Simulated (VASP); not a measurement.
# CoSi (P4/mmm) in VASP: relaxation of cell and atoms with PBEsol

Aim: the relaxation of cell and atoms of CoSi with PBEsol.

All numbers are computed with VASP 6.6.1; they aren't measurements. Logs are shortened: lines on timing, memory, paths and dates and some standing lists are left out, and cuts for length are marked.

## 1. The cell of the first run

The structure is tetragonal, space group P4/mmm (No. 123). The conventional cell has a = 2.796 Å, b = 2.796 Å, c = 2.807 Å, α = 90.00°, β = 90.00°, γ = 90.00°. Si (site symmetry 4/mmm) has 8 Co at 2.42 Å and 6 Si at 2.80 to 2.81 Å within 3.2 Å. Co (site symmetry 4/mmm) has 8 Si at 2.42 Å and 6 Co at 2.80 to 2.81 Å within 3.2 Å.

## 2. Relaxation of cell and atoms, PBEsol, collinear spin, ferromagnetic start

The input, INCAR:

```
SYSTEM = CoSi
PREC     = Accurate       ! precision mode
ENCUT    = 690            ! plane-wave cutoff, eV
EDIFF    = 1E-7           ! SCF threshold, eV
ISMEAR   = 0              ! smearing method
SIGMA    = 0.1            ! smearing width, eV
LREAL    = .False.        ! projectors in reciprocal space
LASPH    = .True.         ! aspherical terms in the spheres
NELM     = 200            ! most SCF steps
ALGO     = Normal         ! electronic algorithm
ISIF     = 3              ! what is computed and relaxed
LWAVE    = .False.        ! write WAVECAR
LCHARG   = .False.        ! write CHGCAR
ISPIN    = 2              ! spin polarisation
MAGMOM   = 0 0.81         ! initial moments
LORBIT   = 11             ! projections on sites
LMAXMIX  = 4              ! l up to which the mixer works
GGA      = PS             ! functional
IBRION   = 2              ! ionic algorithm
NSW      = 80             ! ionic steps
EDIFFG   = -0.05          ! ionic threshold
GGA_COMPAT= .False.      
NELMIN   = 4
```

The input, KPOINTS:

```
Automatic mesh
0
Gamma
  8 8 8
  0 0 0
```

The input, POSCAR:

```
CoSi
1.0
    1.9773552725     -1.9773764835      0.0000000000
    1.9773552725      1.9773764835      0.0000000000
    0.0000000000      0.0000000000      2.8069866265
Si Co
1 1
Direct
    0.0000000000      0.0000000000      0.0000000000
    0.5000000000      0.5000000000      0.5000000000
```

Potentials or basis: VASP PAW PBE potentials, release 64 (Si, Co_sv).

The run is started by

```bash
cat potpaw_PBE.64/Si/POTCAR potpaw_PBE.64/Co_sv/POTCAR > POTCAR
mpirun -np 1 vasp_std > vasp.out
```

OUTCAR:

```text
SYSTEM = CoSi
   PREC = Accurate
   ENCUT = 690
   EDIFF = 1E-7
   ISMEAR = 0
   LREAL = .False.
   LASPH = .True.
   NELM = 200
   ISIF = 3
   ISPIN = 2
   LORBIT = 11
   GGA = PS
   IBRION = 2
   NSW = 80
   EDIFFG = -0.05
   NELMIN = 4

 ion  position               nearest neighbor table
   1  0.000  0.000  0.000-   2 2.42   2 2.42   2 2.42   2 2.42   2 2.42   2 2.42   2 2.42   2 2.42

   2  0.500  0.500  0.500-   1 2.42   1 2.42   1 2.42   1 2.42   1 2.42   1 2.42   1 2.42   1 2.42

  LATTYP: Found a base centered orthorhombic cell.
 ALAT       =     3.9547105450
 B/A-ratio  =     1.0000107270
 C/A-ratio  =     0.7097830788

  Lattice vectors:

 A1 = (   1.9773552725,  -1.9773764835,   0.0000000000)
 A2 = (   1.9773552725,   1.9773764835,   0.0000000000)
 A3 = (   0.0000000000,   0.0000000000,   2.8069866265)

Analysis of symmetry for initial positions (statically):
=====================================================================
 Subroutine PRICEL returns:
 Original cell was already a primitive cell.

 Routine SETGRP: Setting up the symmetry group for a
 base centered orthorhombic supercell.

 Subroutine GETGRP returns: Found  8 space group operations
 (whereof  8 operations were pure point group operations)
 out of a pool of  8 trial point group operations.

The static configuration has the point symmetry D_2h.

Analysis of symmetry for dynamics (positions and initial velocities):
=====================================================================
 Subroutine PRICEL returns:
 Original cell was already a primitive cell.

 Routine SETGRP: Setting up the symmetry group for a
 base centered orthorhombic supercell.

 Subroutine GETGRP returns: Found  8 space group operations
 (whereof  8 operations were pure point group operations)
 out of a pool of  8 trial point group operations.

The dynamic configuration has the point symmetry D_2h.

Analysis of structural, dynamic, and magnetic symmetry:
=====================================================================
 Subroutine PRICEL returns:
 Original cell was already a primitive cell.

 Routine SETGRP: Setting up the symmetry group for a
 base centered orthorhombic supercell.

 Subroutine GETGRP returns: Found  8 space group operations
 (whereof  8 operations were pure point group operations)
 out of a pool of  8 trial point group operations.

The overall configuration has the point symmetry D_2h.

 Subroutine INISYM returns: Found  8 space group operations
 (whereof  8 operations are pure point group operations),
 and found     1 'primitive' translations

----------------------------------------------------------------------------------------

                                     Primitive cell

  volume of cell :      21.9505

  direct lattice vectors                    reciprocal lattice vectors
     1.977355273 -1.977376484  0.000000000     0.252863007 -0.252860295  0.000000000
     1.977355273  1.977376484  0.000000000     0.252863007  0.252860295  0.000000000
     0.000000000  0.000000000  2.806986627     0.000000000  0.000000000  0.356253924

  length of vectors
     2.796417642  2.796417642  2.806986627     0.357600376  0.357600376  0.356253924

  position of ions in fractional coordinates (direct lattice)
     0.000000000  0.000000000  0.000000000
     0.500000000  0.500000000  0.500000000

  ion indices of the primitive-cell ions
   primitive index   ion index
                 1           1
                 2           2

----------------------------------------------------------------------------------------

 KPOINTS: Automatic mesh

Automatic generation of k-mesh.
 Grid dimensions read from file:
 generate k-points for:    8    8    8

 Generating k-lattice:

  Cartesian coordinates                     Fractional coordinates (reciprocal lattice)
     0.031607876 -0.031607537  0.000000000     0.125000000 -0.000000000  0.000000000
     0.031607876  0.031607537  0.000000000    -0.000000000  0.125000000  0.000000000
     0.000000000  0.000000000  0.044531740     0.000000000  0.000000000  0.125000000

  Length of vectors
     0.044700047  0.044700047  0.044531740

  Shift w.r.t. Gamma in fractional coordinates (k-lattice)
     0.000000000  0.000000000  0.000000000

 Subroutine IBZKPT returns following result:
 ===========================================

 Found    105 irreducible k-points:

 Following reciprocal coordinates:
            Coordinates               Weight
  0.000000  0.000000  0.000000      1.000000
  0.125000  0.000000  0.000000      4.000000
  0.250000  0.000000  0.000000      4.000000
  0.375000 -0.000000  0.000000      4.000000
  0.500000  0.000000  0.000000      2.000000
  0.125000  0.125000  0.000000      2.000000
[... 16 lines left out ...]
  0.125000  0.000000  0.125000      8.000000
  0.250000  0.000000  0.125000      8.000000
 [... further k-points ...]
   k-points           NKPTS =    105   k-points in BZ     NKDIM =    105   number of bands    NBANDS=     14
   number of dos      NEDOS =    301   number of ions     NIONS =      2
   total plane-waves  NPLWV =  13824
   dimension x,y,z NGX =    24 NGY =   24 NGZ =   24
   dimension x,y,z NGXF=    48 NGYF=   48 NGZF=   48
   ions per type =               1   1
   NGX,Y,Z   is equivalent  to a cutoff of  14.27, 14.27, 14.21 a.u.
   NGXF,Y,Z  is equivalent  to a cutoff of  28.54, 28.54, 28.43 a.u.
 SYSTEM =  CoSi
   PREC   = accura    normal or accurate (medium, high low for compatibility)
   ISTART =      0    job   : 0-new  1-cont  2-samecut
   ICHARG =      2    charge: 1-file 2-atom 10-const
   ISPIN  =      2    spin polarized calculation?
   LNONCOLLINEAR =      F non collinear calculations
   LSORBIT =      F    spin-orbit coupling
   LASPH  =      T    aspherical Exc in radial PAW
   ENCUT  =  690.0 eV  50.71 Ry    7.12 a.u.   5.99  5.99  6.01*2*pi/ulx,y,z
   NELM   =    200;   NELMIN=  4; NELMDL= -5     # of ELM steps
   EDIFF  = 0.1E-06   stopping-criterion for ELM
   LREAL  =      F    real-space projection
   EDIFFG = -.5E-01   stopping-criterion for IOM
   NSW    =     80    number of steps for IOM
   IBRION =      2    ionic relax: 0-MD 1-quasi-New 2-CG
   NFREE  =      1    steps in history (QN), initial steepest desc. (CG)
   ISIF   =      3    stress and relaxation
   ISYM   =      2    0-nonsym 1-usesym 2-fastsym
   POTIM  = 0.5000    time-step for ionic-motion
   TEBEG  =    0.0;   TEEND  =   0.0 temperature during run
   PSTRESS=    0.0 pullay stress
   NELECT =      21.0000    total number of electrons
   NUPDOWN=      -1.0000    fix difference up-down
   EMIN   =  10.00;   EMAX   =-10.00  energy-range for DOS
   EFERMI =   0.00;   METHOD = LEGACY
   ISMEAR =     0;   SIGMA  =   0.10  broadening in eV -4-tet -1-fermi 0-gaus
   EFERMI_NEDOS =   21; number of points for ismear=-14 and -15
   IALGO  =     38    algorithm
   IMIX   =      4    mixing-type and parameters
     AMIX     =   0.40;   BMIX     =  1.00
     AMIX_MAG =   1.60;   BMIX_MAG =  1.00
  volume/ion in A,a.u.               =      10.98        74.06
  Fermi-wavevector in a.u.,A,eV,Ry     =   1.613119  3.048353 35.404448  2.602154
  Thomas-Fermi vector in A             =   2.708240
   LORBIT       =     11    0 simple, 1 ext, 2 COOP (PROOUT), +10 PAW based schemes
   GGA     = PS    functional components
   LHFCALC =     F    Hartree Fock is set to
   AEXX    =    0.0000 exact exchange contribution
   IVDW    =     0    specifies the selected vdW correction
   LEPSILON=     F    determine dielectric tensor
   LRPA    =     F    only Hartree local field effects (RPA)
 conjugate gradient relaxation of ions
 spin polarized calculation
 Gauss-broadening in eV      SIGMA  =   0.10
  energy-cutoff  :      690.00
  volume of cell :       21.95
 maximum number of plane-waves:       920
   NGX = 11   NGY = 11   NGZ = 13

--------------------------------------- Ionic step        1  -------------------------------------------

 number of electron      20.9999960 magnetization       0.3348377

 Free energy of the ion-electron system (eV)
  ---------------------------------------------------
  ext. energy  EPLUGINS =         0.00000000
  ---------------------------------------------------
  free energy    TOTEN  =       -14.57401826 eV

  energy without entropy =      -14.56098402  energy(sigma->0) =      -14.56750114

------------------------ aborting loop because EDIFF is reached ----------------------------------------

  FORCE on cell =-STRESS in cart. coord.  units (eV):
  Direction    XX          YY          ZZ          XY          YZ          ZX
  --------------------------------------------------------------------------------------
  -------------------------------------------------------------------------------------
  Total       -1.5778971     -1.5779581     -1.5228284      0.0000000      0.0000000      0.0000000
  in kB     -115.1714558   -115.1759054   -111.1519650      0.0000000      0.0000000      0.0000000
  external PRESSURE =    -113.8331087 kB  Pullay stress =       0.0000000 kB
[... 99 lines left out ...]
--------------------------------------- Ionic step        4  -------------------------------------------

 number of electron      21.0000026 magnetization       0.0000002

 number of electron      21.0000026 magnetization      -0.0000064

 Free energy of the ion-electron system (eV)
  ---------------------------------------------------
  ext. energy  EPLUGINS =         0.00000000
  ---------------------------------------------------
  free energy    TOTEN  =       -14.61331345 eV

  energy without entropy =      -14.60322819  energy(sigma->0) =      -14.60827082

 E-fermi :  14.1312     XC(G=0): -13.4966

 val. band max:       14.0973127357   @ k =   0.3750   0.1250   0.1250
 cond. band min:      14.1930184064   @ k =   0.2500   0.1250   0.3750
 fundamental gap:      0.0957056708
 Fermi energy:        14.1312299292

 spin component 1

 k-point     1 :       0.0000    0.0000    0.0000
  band No.  band energies     occupation
      1     -80.6635      1.00000
      2     -44.0986      1.00000
      3     -44.0986      1.00000
      4     -44.0946      1.00000
      5      -0.3741      1.00000
      6      10.2106      1.00000
      7      10.2146      1.00000
      8      12.8636      1.00000
      9      12.8637      1.00000
     10      12.8797      1.00000
     11      17.1894      0.00000
     12      17.3497      0.00000
     13      17.3498      0.00000
     14      21.9112      0.00000
[... 376 lines left out ...]
  band No.  band energies     occupation
      1     -80.6600      1.00000
      2     -44.1329      1.00000
      3     -44.1013      1.00000
      4     -44.0948      1.00000
      5       1.1356      1.00000
      6       9.0573      1.00000
      7      10.4510      1.00000
      8      11.7903      1.00000
      9      12.1192      1.00000
     10      12.7555      1.00000
     11      14.5105      0.00000
     12      17.2907      0.00000
     13      19.6038      0.00000
     14      22.3993      0.00000

 [... further k-points ...]

 spin component 2

 k-point     1 :       0.0000    0.0000    0.0000
  band No.  band energies     occupation
      1     -80.6635      1.00000
      2     -44.0986      1.00000
      3     -44.0986      1.00000
      4     -44.0946      1.00000
      5      -0.3741      1.00000
      6      10.2106      1.00000
      7      10.2146      1.00000
      8      12.8636      1.00000
      9      12.8637      1.00000
     10      12.8796      1.00000
     11      17.1894      0.00000
     12      17.3497      0.00000
     13      17.3498      0.00000
     14      21.9113      0.00000
[... 420 lines left out ...]
  FREE ENERGIE OF THE ION-ELECTRON SYSTEM (eV)
  ---------------------------------------------------
  free  energy   TOTEN  =       -14.6133134535 eV

  energy  without entropy=      -14.6032281869  energy(sigma->0) =      -14.60827082

 reached required accuracy - stopping structural energy minimisation

 total charge

# of ion       s       p       d       tot
------------------------------------------
    1        0.701   0.886   0.000   1.587
    2        2.222   6.136   6.938  15.296
--------------------------------------------------
tot          2.923   7.022   6.938  16.883

 magnetization (x)

# of ion       s       p       d       tot
------------------------------------------
    1       -0.000  -0.000   0.000  -0.000
    2       -0.000   0.000  -0.000  -0.000
--------------------------------------------------
tot         -0.000  -0.000  -0.000  -0.000
```

Wall time 1.8 min (1 thread of Intel Xeon 6975P-C (Granite Rapids), shared host); peak memory 0.21 GiB.

What came out:

- Free energy: -14.6133 eV
- Relaxed volume: 10.37 Å³/atom
- Relaxed cell: a = 2.743 Å, b = 2.743 Å, c = 2.756 Å, α = 90.00°, β = 90.00°, γ = 90.00°
- Space group after relaxing (to 0.1 Å): Pm-3m (No. 221)
- Energy gained by relaxing: 19.6 meV/atom
- Ionic steps: 4
- Pressure after relaxing: -0.1 GPa
- Net moment: 0.00 μB per cell
- Valence electrons inside the program's atomic spheres: Si 1.59; Co 15.30

Step by step:
| step | energy change (eV) | largest force (eV/Å) | pressure (GPa) | volume (Å³) |
| --- | --- | --- | --- | --- |
| 1 | 0.0000 | 0.0000 | -11.38 | 21.95 |
| 2 | 0.0171 | 0.0000 | 16.50 | 19.57 |
| 3 | -0.0391 | 0.0000 | -0.91 | 20.81 |
| 4 | -0.0393 | 0.0000 | -0.09 | 20.74 |

Final structure:
```yaml
crystal:
  lattice:
    - [1.93992, -1.93994, 0.00000]
    - [1.93992, 1.93994, 0.00000]
    - [0.00000, 0.00000, 2.75570]
  atoms:
    - { symbol: Si, position: [0.00000, 0.00000, 0.00000] }
    - { symbol: Co, position: [0.50000, 0.50000, 0.50000] }
```

Caveat: the moments typed at the start vanished in this run; the PAW data sets were made with another functional, which shifts forces and pressure a little.
